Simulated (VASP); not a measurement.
# HfBeP2 (P6/mmm) in VASP: further runs

Runs on HfBeP2. Level: PBE. Tasks: relaxation of cell and atoms.

All numbers are computed with VASP 6.6.1; they aren't measurements. Logs are shortened: lines on timing, memory, paths and dates and some standing lists are left out, and cuts for length are marked.

### 1 The cell of the first run

Symmetry: P6/mmm, No. 191, hexagonal system. The conventional cell has a = 4.357 Å, b = 4.357 Å, c = 7.150 Å, α = 90.00°, β = 90.00°, γ = 120.00°. Within 4.7 Å of Hf (site symmetry 6/mmm) lie 2 Be at 3.58 Å and 6 Hf at 4.36 Å and 12 P at 4.37 Å. Be (site symmetry 6/mmm) has 6 P at 2.52 Å within 3.3 Å. P (site symmetry -6m2) has 3 P at 2.52 Å and 3 Be at 2.52 Å within 3.3 Å.

The cell was built from a structure type or drawn by symmetry, and may not be a known phase.

### 2 Relaxation of cell and atoms, PBE

File INCAR:

```
ALGO = Normal ; EDIFF = 1E-7
EDIFFG = -0.04 ; ENCUT = 600
GGA = PE ; IBRION = 2
ISIF = 3 ; ISMEAR = 0
LASPH = True ; LCHARG = False
LREAL = False ; LWAVE = False
NELM = 80 ; NSW = 90
PREC = Accurate ; SIGMA = 0.1
```

File KPOINTS:

```
k-points
0
Gamma
  6 6 4
```

File POSCAR:

```
HfBeP2
1.0
    4.3565038000      0.0000000000      0.0000000000
   -2.1782519000      3.7728429600      0.0000000000
    0.0000000000      0.0000000000      7.1504813200
Hf Be P
1 1 2
Direct
    0.0000000000      0.0000000000      0.5000000000
    0.0000000000      0.0000000000      0.0000000000
    0.3333333300      0.6666666700      0.0000000000
    0.6666666700      0.3333333300      0.0000000000
```

Potentials or basis: VASP PAW PBE potentials, release 64 (Hf_pv, Be, P).

On the command line:

```bash
cat potpaw_PBE.64/Hf_pv/POTCAR potpaw_PBE.64/Be/POTCAR potpaw_PBE.64/P/POTCAR > POTCAR
mpirun -np 1 vasp_std > vasp.out
```

OUTCAR:

```text
EDIFF = 1E-7
   EDIFFG = -0.04
   ENCUT = 600
   GGA = PE
   IBRION = 2
   ISIF = 3
   ISMEAR = 0
   LASPH = True
   LREAL = False
   NELM = 80
   NSW = 90
   PREC = Accurate

 ion  position               nearest neighbor table
   1  0.000  0.000  0.500-
   2  0.000  0.000  0.000-   3 2.52   4 2.52   3 2.52   4 2.52   4 2.52   3 2.52
   3  0.333  0.667  0.000-   4 2.52   2 2.52   4 2.52   2 2.52   2 2.52   4 2.52
   4  0.667  0.333  0.000-   3 2.52   2 2.52   3 2.52   2 2.52   2 2.52   3 2.52

  LATTYP: Found a hexagonal cell.
 ALAT       =     4.3565038000
 C/A-ratio  =     1.6413348061

  Lattice vectors:

 A1 = (   4.3565038000,   0.0000000000,   0.0000000000)
 A2 = (  -2.1782519000,   3.7728429600,   0.0000000000)
 A3 = (   0.0000000000,   0.0000000000,   7.1504813200)

Analysis of symmetry for initial positions (statically):
=====================================================================
 Subroutine PRICEL returns:
 Original cell was already a primitive cell.

 Routine SETGRP: Setting up the symmetry group for a
 hexagonal supercell.

 Subroutine GETGRP returns: Found 24 space group operations
 (whereof 24 operations were pure point group operations)
 out of a pool of 24 trial point group operations.

The static configuration has the point symmetry D_6h.

Analysis of symmetry for dynamics (positions and initial velocities):
=====================================================================
 Subroutine PRICEL returns:
 Original cell was already a primitive cell.

 Routine SETGRP: Setting up the symmetry group for a
 hexagonal supercell.

 Subroutine GETGRP returns: Found 24 space group operations
 (whereof 24 operations were pure point group operations)
 out of a pool of 24 trial point group operations.

The dynamic configuration has the point symmetry D_6h.

 Subroutine INISYM returns: Found 24 space group operations
 (whereof 24 operations are pure point group operations),
 and found     1 'primitive' translations

----------------------------------------------------------------------------------------

                                     Primitive cell

  volume of cell :     117.5282

  direct lattice vectors                    reciprocal lattice vectors
     4.356503800  0.000000000  0.000000000     0.229541863  0.132526057  0.000000000
    -2.178251900  3.772842960  0.000000000     0.000000000  0.265052113  0.000000000
     0.000000000  0.000000000  7.150481320     0.000000000  0.000000000  0.139850725

  length of vectors
[... 85 lines left out ...]
   NSW    =     90    number of steps for IOM
   IBRION =      2    ionic relax: 0-MD 1-quasi-New 2-CG
   NFREE  =      1    steps in history (QN), initial steepest desc. (CG)
   ISIF   =      3    stress and relaxation
   ISYM   =      2    0-nonsym 1-usesym 2-fastsym
   POTIM  = 0.5000    time-step for ionic-motion
   TEBEG  =    0.0;   TEEND  =   0.0 temperature during run
   PSTRESS=    0.0 pullay stress
   NELECT =      22.0000    total number of electrons
   NUPDOWN=      -1.0000    fix difference up-down
   EMIN   =  10.00;   EMAX   =-10.00  energy-range for DOS
   EFERMI =   0.00;   METHOD = LEGACY
   ISMEAR =     0;   SIGMA  =   0.10  broadening in eV -4-tet -1-fermi 0-gaus
   EFERMI_NEDOS =   21; number of points for ismear=-14 and -15
   IALGO  =     38    algorithm
   IMIX   =      4    mixing-type and parameters
     AMIX     =   0.40;   BMIX     =  1.00
     AMIX_MAG =   1.60;   BMIX_MAG =  1.00
  volume/ion in A,a.u.               =      29.38       198.28
  Fermi-wavevector in a.u.,A,eV,Ry     =   0.936487  1.769704 11.932413  0.877008
  Thomas-Fermi vector in A             =   2.063501
   LORBIT       =      0    0 simple, 1 ext, 2 COOP (PROOUT), +10 PAW based schemes
   GGA     = PE    functional components
   LHFCALC =     F    Hartree Fock is set to
   AEXX    =    0.0000 exact exchange contribution
   IVDW    =     0    specifies the selected vdW correction
   LEPSILON=     F    determine dielectric tensor
   LRPA    =     F    only Hartree local field effects (RPA)
 conjugate gradient relaxation of ions
 non-spin polarized calculation
 Gauss-broadening in eV      SIGMA  =   0.10
  energy-cutoff  :      600.00
  volume of cell :      117.53
 maximum number of plane-waves:      3937
 NGX is ok and might be reduce to    36
   NGX = 17   NGY = 17   NGZ = 29

--------------------------------------- Ionic step        1  -------------------------------------------

 number of electron      21.9999998 magnetization

 Free energy of the ion-electron system (eV)
  ---------------------------------------------------
  ext. energy  EPLUGINS =         0.00000000
  ---------------------------------------------------
  free energy    TOTEN  =       -17.89769748 eV

  energy without entropy =      -17.86644094  energy(sigma->0) =      -17.88206921

------------------------ aborting loop because EDIFF is reached ----------------------------------------

  FORCE on cell =-STRESS in cart. coord.  units (eV):
  Direction    XX          YY          ZZ          XY          YZ          ZX
  --------------------------------------------------------------------------------------
  -------------------------------------------------------------------------------------
  Total       -8.5999573     -8.5999573     -6.9630965      0.0000000      0.0000000      0.0000000
  in kB     -117.2370212   -117.2370211    -94.9228774      0.0000000      0.0000000      0.0000000
  external PRESSURE =    -109.7989732 kB  Pullay stress =       0.0000000 kB
[... 1241 lines left out ...]
      2     -18.9801      2.00000
      3     -18.9800      2.00000
      4      -2.4750      2.00000
      5      -2.4750      2.00000
      6       2.7939      2.00000
      7       5.7932      2.00000
      8       5.7932      2.00000
      9       9.0491      2.00000
     10       9.7267      2.00000
     11       9.7267      2.00000
     12      11.3965      2.00000
     13      14.3953      0.00000
     14      15.2284      0.00000
     15      15.2284      0.00000

[... ionic steps 4 to 10 ...]

--------------------------------------- Ionic step       11  -------------------------------------------

 number of electron      22.0000001 magnetization

------------------------ aborting loop because EDIFF is reached ----------------------------------------
[... 71 lines left out ...]
--------------------------------------- Ionic step       13  -------------------------------------------

 number of electron      22.0000001 magnetization

 Free energy of the ion-electron system (eV)
  ---------------------------------------------------
  ext. energy  EPLUGINS =         0.00000000
  ---------------------------------------------------
  free energy    TOTEN  =       -21.65100100 eV

  energy without entropy =      -21.63863054  energy(sigma->0) =      -21.64481577

 E-fermi :   7.1354     XC(G=0): -10.6885

 val. band max:        7.0644059845   @ k =   0.3333   0.0000   0.2500
 cond. band min:       7.1630367090   @ k =   0.1667   0.0000   0.2500
 fundamental gap:      0.0986307244
 Fermi energy:         7.1353552410
[... 407 lines left out ...]
  FREE ENERGIE OF THE ION-ELECTRON SYSTEM (eV)
  ---------------------------------------------------
  free  energy   TOTEN  =       -21.6510009966 eV

  energy  without entropy=      -21.6386305425  energy(sigma->0) =      -21.64481577

 reached required accuracy - stopping structural energy minimisation
```

CONTCAR:

```text
HfBeP2
   1.00000000000000
     3.9938809736277321   -0.0000000000000000   -0.0000000000000000
    -1.9969404868138660    3.4588023811944186    0.0000000000000000
     0.0000000000000000   -0.0000000000000000    4.7087421375412175
  Hf              Be              P
     1     1     2
Direct
     0.0000000000000000    0.0000000000000000    0.5000000000000000
     0.0000000000000000    0.0000000000000000    0.0000000000000000
     0.3333333300000021    0.6666666699999979    0.0000000000000000
     0.6666666699999979    0.3333333300000021    0.0000000000000000

  0.00000000E+00  0.00000000E+00  0.00000000E+00
  0.00000000E+00  0.00000000E+00  0.00000000E+00
  0.00000000E+00  0.00000000E+00  0.00000000E+00
  0.00000000E+00  0.00000000E+00  0.00000000E+00
```

Run time: 4 min. Hardware: 1 thread of Intel Xeon 6975P-C (Granite Rapids), shared host; peak memory 0.33 GiB.

Results:

```
Free energy                           : -21.6510 eV
Relaxed volume                        : 16.26 Å³/atom
Relaxed cell                          : a = 3.994 Å, b = 3.994 Å, c = 4.709 Å, α = 90.00°, β = 90.00°, γ = 120.00°
Space group after relaxing (to 0.1 Å) : P6/mmm (No. 191)
Pressure after relaxing               : 0.0 GPa
Band gap on the k mesh                : zero (bands 11 and 12 overlap by 2.29 eV)
```

Final structure:
```
Hf Be P
1.0
     3.99388    0.00000    0.00000
    -1.99694    3.45880    0.00000
     0.00000    0.00000    4.70874
Hf Be P
1 1 2
Cartesian
  0.0000 0.0000 2.3544
  0.0000 0.0000 0.0000
  0.0000 2.3059 0.0000
  1.9969 1.1529 0.0000
```

Caveat: the volume moved by over 15 % at a fixed basis, so the end points are rough; spin-orbit coupling is left out, which moves the levels of the heavy elements.

### 3 Relaxation of cell and atoms, PBE

This run uses another cell than the first one, of 16.32 Å³/atom.

File INCAR:

```
PREC     = Accurate       # precision mode
ENCUT    = 600            # plane-wave cutoff, eV
EDIFF    = 1E-6           # SCF threshold, eV
ISMEAR   = 0              # smearing method
SIGMA    = 0.1            # smearing width, eV
LREAL    = False          # projectors in reciprocal space
LASPH    = True           # aspherical terms in the spheres
NELM     = 60             # most SCF steps
ALGO     = Normal         # electronic algorithm
ISIF     = 3              # what is computed and relaxed
LWAVE    = False          # write WAVECAR
LCHARG   = False          # write CHGCAR
GGA      = PE             # functional
IBRION   = 2              # ionic algorithm
NSW      = 100            # ionic steps
EDIFFG   = -0.01          # ionic threshold
```

File KPOINTS:

```
regular mesh
0
Gamma
  12 12 10
```

File POSCAR:

```
HfBeP2
1.0
    3.9939659211      0.0000000000      0.0000000000
   -1.9969829606      3.4588759495      0.0000000000
    0.0000000000      0.0000000000      4.7247149688
Hf Be P
1 1 2
Direct
    0.0000000000      0.0000000000      0.5000000000
    0.0000000000      0.0000000000      0.0000000000
    0.3333333333      0.6666666667      0.0000000000
    0.6666666667      0.3333333333      0.0000000000
```

Potentials or basis: VASP PAW PBE potentials, release 64 (Hf_pv, Be, P).

On the command line:

```bash
cat potpaw_PBE.64/Hf_pv/POTCAR potpaw_PBE.64/Be/POTCAR potpaw_PBE.64/P/POTCAR > POTCAR
mpirun -np 1 vasp_std > vasp.out
```

It took 1.7 min on 1 thread of Intel Xeon 6975P-C (Granite Rapids), shared host; peak memory 0.32 GiB.

Results (log left out):

* Free energy: -21.6589 eV
* Relaxed volume: 16.44 Å³/atom
* Relaxed cell: a = 4.024 Å, b = 4.024 Å, c = 4.690 Å, α = 90.00°, β = 90.00°, γ = 120.00°
* Space group after relaxing (to 0.1 Å): P6/mmm (No. 191)
* Energy gained by relaxing: 1.5 meV/atom
* Ionic steps: 4
* Pressure after relaxing: 0.0 GPa
* Band gap on the k mesh: zero (bands 11 and 12 overlap by 2.39 eV)

Step by step:
```csv
step,energy change (eV),largest force (eV/Å),pressure (GPa),volume (Å³)
1,0.0000,0.0000,0.69,65.27
2,-0.0056,0.0000,-0.17,65.93
3,-0.0056,0.0000,-0.25,65.99
4,-0.0059,0.0000,-0.01,65.78
```

Final structure:
```cif
data_structure
_symmetry_space_group_name_H-M 'P 1'
_symmetry_Int_Tables_number 1
_cell_length_a 4.0244
_cell_length_b 4.0244
_cell_length_c 4.6896
_cell_angle_alpha 90.000
_cell_angle_beta 90.000
_cell_angle_gamma 120.000
_cell_volume 65.78
loop_
_atom_site_label
_atom_site_type_symbol
_atom_site_fract_x
_atom_site_fract_y
_atom_site_fract_z
_atom_site_occupancy
Hf1 Hf 0.00000 0.00000 0.50000 1
Be1 Be 0.00000 0.00000 0.00000 1
P1 P 0.33333 0.66667 0.00000 1
P2 P 0.66667 0.33333 0.00000 1
```

Levels at points of the mesh, in eV from the Fermi level:
```csv
k point,band 9,band 10,band 11,band 12,band 13,band 14
"(0.00, 0.00, 0.00)",-3.18,-3.18,-3.12,-1.10,0.85,0.85
"(0.50, 0.00, 0.00)",-2.30,-0.89,0.05,0.92,1.58,1.81
"(0.00, 0.00, 0.50)",-3.82,-3.82,-1.60,0.04,0.04,1.28
"(0.50, 0.00, 0.50)",-4.33,-1.82,1.09,1.60,2.19,2.31
```

Caveat: spin-orbit coupling is left out, which moves the levels of the heavy elements.
